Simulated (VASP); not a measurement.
A run of VASP 6.6.1 is set up as follows.

Contents of INCAR:

```
SYSTEM = HfO2
ALGO = Normal
EDIFF = 1E-7
ENCUT = 520
GGA = PE
ISIF = 2
ISMEAR = 0
LASPH = .True.
LCHARG = .False.
LREAL = .False.
LWAVE = .False.
NBANDS = 31
NELM = 60
PREC = Accurate
SIGMA = 0.05
```

The input KPOINTS:

```
k-points
0
Gamma
  6 6 4
  0 0 0
```

POSCAR

```
HfO2
1.0
    3.6043047991      0.0000000000      0.0000000000
    0.0000000000      3.6043047991      0.0000000000
    0.0000000000      0.0000000000      5.2639673039
Hf O
2 4
Direct
    0.5000000000      0.5100841204      0.5000000000
    0.0000000000      0.0100841204      0.0000000000
    0.0000000000      0.3890215944      0.6932520932
    0.5000000000     -0.1109784056      0.8067479068
    0.5000000000     -0.0015220302      0.3067479068
    0.0000000000      0.4984779698      0.1932520932
```

Potentials or basis: VASP PAW PBE potentials, release 64 (Hf_pv, O).

The run is started by

```sh
$ cat potpaw_PBE.64/Hf_pv/POTCAR potpaw_PBE.64/O/POTCAR > POTCAR
$ mpirun -np 1 vasp_std > vasp.out
```

(1) What does it give for the largest force?

(2) Estimate the band gap on the k mesh.

(3) Predict the pressure.

Results:

(1) 0.998 eV/Å.

(2) 4.15 eV, indirect (least direct gap 4.44 eV).

(3) -1.8 GPa.

Caveat: the cell differs from its parent crystal (mode 4 (23.4 1/cm) frozen in, largest displacement -0.400 Å); spin-orbit coupling is left out, which moves the levels of the heavy elements.
